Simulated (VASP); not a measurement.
# KF (rocksalt type): single point with PBE

Crystal: KF (rocksalt type).

```
K F
1.0
     0.00000    2.70989    2.70989
     2.70989    0.00000    2.70989
     2.70989    2.70989    0.00000
K F
1 1
Direct
  0.00000 0.00000 0.00000
  0.50000 0.50000 0.50000
```

```yaml
Program: VASP 6.6.1
Task: single point
Functional: PBE
Potentials_or_basis: VASP PAW PBE potentials, release 64 (K_sv, F)
Cutoff: 520 eV
k_mesh: 16 × 16 × 16
Occupations: fermi-dirac, width 0.08 eV
Spin: no spin polarisation
Dipole_correction: no
Further_INCAR_settings: ALGO = Normal; EDIFF = 1e-07; NBANDS = 15
```

The pressure is 0.0 GPa and the band gap on the k mesh is 5.95 eV.

Levels at points of the mesh, in eV from the valence-band top:
| k point | band 6 | band 7 | band 8 | band 9 | band 10 | band 11 |
| --- | --- | --- | --- | --- | --- | --- |
| (0.00, 0.00, 0.00) | 0.00 | 0.00 | 0.00 | 5.95 | 10.56 | 10.56 |
| (0.50, 0.00, 0.00) | -0.75 | -0.31 | -0.31 | 8.89 | 10.29 | 11.87 |
| (0.50, 0.50, 0.00) | -0.23 | -0.06 | -0.06 | 8.16 | 10.07 | 11.48 |

It took 41 s on 1 thread of Intel(R) Xeon(R) 6975P-C (Granite Rapids), on a shared host, peak memory 0.22 GiB.

A k mesh can miss the band edges.
